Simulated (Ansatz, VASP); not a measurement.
# One calculation of HfRu3, two programs

File INCAR:

```
ALGO = Fast
EDIFF = 1E-6
ENCUT = 520
GGA = PE
ISIF = 2
ISMEAR = 0
LASPH = T
LCHARG = F
LREAL = F
LWAVE = F
NBANDS = 34
NELM = 80
PREC = Accurate
SIGMA = 0.02
```

File KPOINTS:

```
k-points
0
Gamma
  7 7 7
```

File POSCAR:

```
HfRu3
3.9558
    0.999993174579      0.000000000000      0.000000000000
    0.000000000000      0.999993174579      0.000000000000
    0.000000000000      0.000000000000      0.999993174579
Hf Ru
1 3
Direct
    0.0000000000      0.0000000000      0.0000000000
    0.0000000000      0.5000000000      0.5000000000
    0.5000000000      0.0000000000      0.5000000000
    0.5000000000      0.5000000000      0.0000000000
```

File input.yaml:

```yaml
crystal:
  lattice:
    - [3.955773, 0.0, 0.0]
    - [0.0, 3.955773, 0.0]
    - [0.0, 0.0, 3.955773]
  atoms:
    - { symbol: Hf, position: [0.0, 0.0, 0.0] }
    - { symbol: Ru, position: [0.0, 0.5, 0.5] }
    - { symbol: Ru, position: [0.5, 0.0, 0.5] }
    - { symbol: Ru, position: [0.5, 0.5, 0.0] }
hamiltonian:
  xc: pbe
  pseudopotentials: { kind: paw }
kpoints:
  mp_grid: { grid: [7, 7, 7] }
scf:
  occupations: { method: gaussian, width: 0.02 }
output:
  forces: true
  stress: true
  eigenvalues: true
  write_density: true
  write_potential: true
  elf: true
  volumetric_format: npy
```

Alike in both runs: task single point; functional PBE; k mesh 7 × 7 × 7; occupations gaussian, width 0.02 eV; no spin polarisation.

```csv
,VASP,Ansatz
version,VASP 6.6.1,Ansatz 0.2.0
potentials or method,"VASP PAW PBE potentials, release 64 (Hf_pv, Ru_pv)",Ansatz PAW
plane-wave cutoff (eV),520,420
valence electrons in the cell,52,74
```

|  | VASP | Ansatz | Ansatz less VASP |
| --- | --- | --- | --- |
| gap on the k mesh at the Fermi level (eV) | none | none | - |
| pressure (GPa) | -2.0 | -1.1 | +0.88 |

A gap of «none» marks a metal or a gap that the smearing closes. The functional is the same, so the differences come from potentials, cutoffs and numerics. VASP's potentials hold 52 valence electrons a cell and Ansatz's 74, so a difference there can come from the potentials and not from the codes.

Spin-orbit coupling is off throughout.
